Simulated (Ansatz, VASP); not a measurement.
## One calculation of Cu, two programs

Contents of INCAR:

```
SYSTEM = Cu
PREC     = Accurate       ! precision mode
ENCUT    = 520            ! plane-wave cutoff, eV
EDIFF    = 1E-7           ! SCF threshold, eV
ISMEAR   = -1             ! smearing method
SIGMA    = 0.1            ! smearing width, eV
LREAL    = .False.        ! projectors in reciprocal space
LASPH    = .True.         ! aspherical terms in the spheres
NELM     = 60             ! most SCF steps
ALGO     = Normal         ! electronic algorithm
ISIF     = 2              ! what is computed and relaxed
LWAVE    = .False.        ! write WAVECAR
LCHARG   = .False.        ! write CHGCAR
GGA      = RE             ! functional
NBANDS   = 30             ! bands
```

The input KPOINTS:

```
Automatic mesh
0
Gamma
  16 16 5
  0 0 0
```

The input POSCAR:

```
Cu
1.0
    2.5547382618      0.0000000000      0.0000000000
   -1.2773691309      2.2124682348      0.0000000000
    0.0000000000      0.0000000000      8.3416972852
Cu
4
Direct
    0.0000000000      0.0000000000      0.0000000000
    0.0000000000      0.0000000000      0.5000000000
    0.3333333333      0.6666666667      0.2500000000
    0.6666666667      0.3333333333      0.7500000000
```

Input for Ansatz:

```yaml
crystal:
  lattice:
    - [2.5547382618, 0.0, 0.0]
    - [-1.2773691309, 2.2124682348, 0.0]
    - [0.0, 0.0, 8.3416972852]
  atoms:
    - { symbol: Cu, position: [0.0, 0.0, 0.0] }
    - { symbol: Cu, position: [0.0, 0.0, 0.5] }
    - { symbol: Cu, position: [0.3333333333, 0.6666666667, 0.25] }
    - { symbol: Cu, position: [0.6666666667, 0.3333333333, 0.75] }
hamiltonian:
  xc: revpbe
  pseudopotentials:
    kind: paw
    azcp:
      Cu: "pseudopotentials/Cu.paw.azcp"
basis:
  ecutwfc: 420
  fft_grid_basis: typed
kpoints:
  mp_grid: { grid: [16, 16, 5], shift: [0, 0, 0] }
magnetization:
  spin_polarized: false
scf:
  occupations: { method: fermi_dirac, width: 0.1 }
  lower_state_search: "off"
output:
  stress: true
  write_density: true
  write_potential: true
  elf: true
  volumetric_format: npy
```

Alike in both runs: task single point; functional revPBE; k mesh 16 × 16 × 5; occupations fermi-dirac, width 0.1 eV; no spin polarisation.

|  | VASP | Ansatz |
| --- | --- | --- |
| version | VASP 6.6.1 | Ansatz 0.2.0 |
| potentials or method | VASP PAW PBE potentials, release 64 (Cu), cutoff 520 eV | plane waves (420 eV) with PAW, scalar-relativistic |
| valence electrons in the cell | 44 | 76 |

```csv
,VASP,Ansatz,Ansatz less VASP
pressure (GPa),6.4,5.8,-0.57
"traceless stress, the component that is largest in VASP (GPa)",0.06,0.07,+0.013
```

VASP's potentials were made for PBE, not for revPBE. The functional is the same, so the differences come from potentials, cutoffs and numerics. VASP's potentials hold 44 valence electrons a cell and Ansatz's 76, so a difference there can come from the potentials and not from the codes.
